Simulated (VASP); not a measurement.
Input of a VASP 6.6.1 run:

Contents of INCAR:

```
SYSTEM = Si16B
PREC = Accurate
ENCUT = 520
EDIFF = 1E-7
ISMEAR = 0
SIGMA = 0.05
LREAL = Auto
LASPH = .True.
NELM = 150
ALGO = Normal
ISIF = 2
LWAVE = .False.
LCHARG = .False.
ISPIN = 2
MAGMOM = 0 0 0 0 0 0 0 0 0 0 0 0 0 0 0 0 1
LORBIT = 11
GGA = PE
NBANDS = 52
```

The input KPOINTS:

```
regular mesh
0
Gamma
  2 2 2
  0 0 0
```

File POSCAR:

```
Si16B
1.0
    0.0000000000      5.4300000000      5.4300000000
    5.4300000000      0.0000000000      5.4300000000
    5.4300000000      5.4300000000      0.0000000000
Si B
16 1
Direct
    0.0016526222     -0.0024847595      0.0011821343
    0.1279044126      0.1280767213      0.1279314329
   -0.0030682010     -0.0020525889      0.5025633204
    0.1274197865      0.1277604497      0.6172261302
   -0.0024952308      0.5026105598     -0.0023632614
    0.1283957228      0.6148379079      0.1283952266
   -0.0027768489      0.5026807493      0.5023187672
    0.1232220427      0.6255153439      0.6256167678
    0.5025528498     -0.0020903958     -0.0029701044
    0.6176148919      0.1276396451      0.1272992794
    0.5024472845     -0.0022015996      0.5024075548
    0.6248031115      0.1251712932      0.6248907001
    0.5023350582      0.5026598286     -0.0027081374
    0.6255074652      0.6254892518      0.1234158834
    0.4993439302      0.5010599988      0.4995114557
    0.6252239788      0.6254138862      0.6252756835
    0.2542984040      0.2436006882      1.2530448466
```

Potentials or basis: VASP PAW PBE potentials, release 64 (Si, B).

Run with:

```console
$ cat potpaw_PBE.64/Si/POTCAR potpaw_PBE.64/B/POTCAR > POTCAR
$ mpirun -np 1 vasp_std > vasp.out
```

Task: Predict the net moment.

Result: 0.00 μB per cell.

Task: What does it give for the pressure?

Result: 3.1 GPa.

Task: What does it give for the largest force?

Result: 0.033 eV/Å.

Forces in eV/Å, atoms in the order of the input:
```
Si   0.016 -0.023  0.018
Si   0.010  0.005  0.007
Si  -0.010  0.014  0.022
Si   0.002 -0.007 -0.002
Si  -0.013  0.010 -0.011
Si  -0.012  0.010 -0.014
Si  -0.016  0.021 -0.008
Si   0.011 -0.012  0.007
Si   0.024  0.012 -0.009
Si  -0.003 -0.004  0.005
Si  -0.005 -0.030 -0.005
Si  -0.010  0.015 -0.007
Si  -0.009  0.019 -0.017
Si   0.006 -0.010  0.011
Si   0.004 -0.014  0.001
Si   0.007 -0.004  0.008
B   -0.001 -0.002 -0.004
```

Caveat: the k points lie up to 0.50 Å⁻¹ apart.
